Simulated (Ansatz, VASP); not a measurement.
# One calculation of Ta3N4, two programs

```
CELL_PARAMETERS angstrom
3.10924 0.00000 0.00000
-1.55462 2.69268 0.00000
0.00000 0.00000 9.97641
ATOMIC_POSITIONS crystal
Ta 0.00000 0.00000 0.00000
Ta 0.00000 0.00000 0.28196
Ta 0.00000 0.00000 0.71804
N 0.33333 0.66667 0.86399
N 0.66667 0.33333 0.13601
N 0.33333 0.66667 0.36645
N 0.66667 0.33333 0.63355
```

Alike in both runs: functional PBE; dispersion D3(BJ); k mesh 6 × 6 × 2; occupations gaussian, width 0.1 eV; no spin polarisation.

Ansatz relaxed the structure, and its values are those at the end. VASP's run is a single point on that final structure, the one shown.

|  | VASP | Ansatz |
| --- | --- | --- |
| version | VASP 6.6.1 | Ansatz 0.2.0 |
| potentials or method | VASP PAW PBE potentials, release 64 (Ta_sv_GW, N), cutoff 700 eV | scalar-relativistic, plane waves, PAW |
| valence electrons in the cell | 59 | 59 |

|  | VASP | Ansatz | Ansatz less VASP |
| --- | --- | --- | --- |
| gap on the k mesh at the Fermi level (eV) | none | none | - |
| pressure (GPa) | 0.1 | 0.1 | -0.05 |
| rms of the force components (eV/Å) | 0.017 | 0.003 | -0.0139 |

A gap of «none» marks a metal or a gap that the smearing closes.

The k mesh is coarse, so the values compare programs but aren't converged. Spin-orbit coupling is off throughout.
